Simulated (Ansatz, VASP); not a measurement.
## One calculation of Hg, two programs

```
Hg
1.0
     2.77358    0.00000    0.00000
     0.00000    2.77358    0.00000
     0.00000    0.00000    2.77358
Hg
1
Direct
  0.00000 0.00000 0.00000
```

Alike in both runs: task single point; functional LDA; k mesh 18 × 18 × 18; occupations fermi-dirac, width 0.1 eV; no spin polarisation.

|  | VASP | Ansatz |
| --- | --- | --- |
| version | VASP 6.6.1 | Ansatz 0.2.0 |
| potentials or method | VASP PAW LDA potentials, release 64 (Hg), cutoff 520 eV | plane waves (420 eV) with PAW, scalar-relativistic |
| valence electrons in the cell | 12 | 20 |

|  | VASP | Ansatz | Ansatz less VASP |
| --- | --- | --- | --- |
| pressure (GPa) | 11.8 | 10.3 | -1.50 |

Ansatz warns that its potentials were made for another functional, while VASP's fit it. LDA's correlation is that of Perdew and Zunger in VASP and of Perdew and Wang (1992) in Ansatz. VASP's potentials hold 12 valence electrons a cell and Ansatz's 20, so a difference there can come from the potentials and not from the codes.

Spin-orbit coupling is off throughout.
